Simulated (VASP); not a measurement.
SiNi3, 4 atoms in the cell. Symmetry: Pm-3m, No. 221, cubic system. The conventional cell has a = 3.542 Å, b = 3.542 Å, c = 3.542 Å, α = 90.00°, β = 90.00°, γ = 90.00°. Within 3.3 Å of Ni (site symmetry 4/mmm) lie 8 Ni at 2.50 Å and 4 Si at 2.50 Å. Within 3.3 Å of Si (site symmetry m-3m) lie 12 Ni at 2.50 Å. 

```yaml
Program: VASP 6.6.1
Task: single point
Functional: PBEsol
Potentials_or_basis: VASP PAW PBE potentials, release 64 (Ni_sv_GW, Si)
Cutoff: 690 eV
k_mesh: 6 × 6 × 6
Occupations: fermi-dirac, width 0.05 eV
Spin: collinear spin, ferromagnetic start
Starting_moments: "[0.266667, 0.266667, 0.266667, 0.0] μB"
Fixed_moment: 0.8 μB
Dipole_correction: no
Further_INCAR_settings: ALGO = Normal; EDIFF = 1e-06; NBANDS = 41
```

Potentials or basis: VASP PAW PBE potentials, release 64 (Ni_sv_GW, Si).

Command:

```sh
$ cat potpaw_PBE.64/Ni_sv_GW/POTCAR potpaw_PBE.64/Si/POTCAR > POTCAR
$ mpirun -np 1 vasp_std > vasp.out
```

Hardware: 1 thread of Intel(R) Xeon(R) Platinum 8259CL CPU @ 2.50GHz (Skylake/Cascade Lake), on a shared host.

Estimate the wall time of this run.

It took 2.6 min on 1 thread of Intel(R) Xeon(R) Platinum 8259CL CPU @ 2.50GHz (Skylake/Cascade Lake), on a shared host, peak memory 0.25 GiB. Counts: scf iterations 14, k points 20.
